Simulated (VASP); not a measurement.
Input of a VASP 6.6.1 run:

Contents of INCAR:

```
SYSTEM = Tl3Cu
PREC = Accurate ; ENCUT = 520
EDIFF = 1E-6 ; ISMEAR = 0
SIGMA = 0.1 ; LREAL = .False.
LASPH = .True. ; NELM = 60
ALGO = Normal ; ISIF = 2
LWAVE = .False. ; LCHARG = .False.
GGA = PS ; NBANDS = 33
```

KPOINTS

```
Automatic mesh
0
Gamma
  2 2 2
  0 0 0
```

Contents of POSCAR:

```
Tl3Cu
1.0
    4.7170000000      0.0000000000      0.0000000000
    0.0000000000      4.7170000000      0.0000000000
    0.0000000000      0.0000000000      4.7170000000
Tl Cu
3 1
Direct
    0.0000000000      0.5000000000      0.5000000000
    0.5000000000      0.0000000000      0.5000000000
    0.5000000000      0.5000000000      0.0000000000
    0.0000000000      0.0000000000      0.0000000000
```

Potentials or basis: VASP PAW PBE potentials, release 64 (Tl_d, Cu).

Run with:

```bash
$ cat potpaw_PBE.64/Tl_d/POTCAR potpaw_PBE.64/Cu/POTCAR > POTCAR
$ mpirun -np 1 vasp_std > vasp.out
```

Predict the band gap on the k mesh.

zero (bands 25 and 26 overlap by 2.85 eV).

Estimate the pressure.

-1.2 GPa.

Caveat: the k points lie up to 0.67 Å⁻¹ apart, too coarse for converged energies and pressures of a metal; the PAW data sets were made with another functional, which shifts forces and pressure a little; spin-orbit coupling is left out, which moves the levels of the heavy elements.
